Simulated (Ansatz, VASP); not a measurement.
## One calculation of Ti3Al, two programs

```
Ti Al
1.0
     0.00000    3.25412    3.25412
     3.25412    0.00000    3.25412
     3.25412    3.25412    0.00000
Ti Al
3 1
Direct
  0.75000 0.75000 0.75000
  0.25000 0.25000 0.25000
  0.00000 0.00000 0.00000
  0.50000 0.50000 0.50000
```

Alike in both runs: task single point; functional PBEsol; k mesh 12 × 12 × 12; occupations gaussian, width 0.1 eV; collinear spin.

|  | VASP | Ansatz |
| --- | --- | --- |
| version | VASP 6.6.1 | Ansatz 0.2.0 |
| potentials or method | VASP PAW PBE potentials, release 64 (Ti_sv, Al), cutoff 520 eV | scalar-relativistic, plane waves, PAW |
| valence electrons in the cell | 39 | 39 |

|  | VASP | Ansatz | Ansatz less VASP |
| --- | --- | --- | --- |
| gap on the k mesh at the Fermi level (eV) | none | none | - |
| pressure (GPa) | -6.0 | -6.0 | +0.01 |
| net moment per atom (μB) | 0.49 | 0.49 | 0.000 |
| size of the moment on the site where the two differ most (μB) | 0.97 | 0.98 | +0.016 |

VASP's potentials were made for PBE, not for PBEsol. Site moments also hang on the region over which each program counts them. A gap of «none» marks a metal or a gap that the smearing closes.
